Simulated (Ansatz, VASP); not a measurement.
**One calculation of SiO2, two programs**

```
CELL_PARAMETERS angstrom
4.97090 0.00000 0.00000
0.00000 4.97090 0.00000
0.00000 0.00000 6.92780
ATOMIC_POSITIONS crystal
Si 0.30050 0.30050 0.00000
Si 0.19950 0.80050 0.25000
Si 0.69950 0.69950 0.50000
Si 0.80050 0.19950 0.75000
O 0.23920 0.10370 0.17860
O 0.39630 0.73920 0.42860
O 0.76080 0.89630 0.67860
O 0.60370 0.26080 0.92860
O 0.73920 0.39630 0.57140
O 0.89630 0.76080 0.32140
O 0.26080 0.60370 0.07140
O 0.10370 0.23920 0.82140
```

Alike in both runs: task relaxation of the atoms; functional PBE; k mesh 5 × 5 × 4; occupations fermi-dirac, width 0.02 eV; no spin polarisation.

|  | VASP | Ansatz |
| --- | --- | --- |
| version | VASP 6.6.1 | Ansatz 0.2.0 |
| potentials or method | VASP PAW PBE potentials, release 64 (Si, O) | plane-wave PAW, scalar-relativistic |
| plane-wave cutoff (eV) | 520 | 420 |
| valence electrons in the cell | 64 | 64 |

|  | VASP | Ansatz | Ansatz less VASP |
| --- | --- | --- | --- |
| gap on the k mesh at the Fermi level, each at its own relaxed structure (eV) | 5.62 | 5.62 | +0.002 |

Ansatz's warnings: stress scf threshold loose.
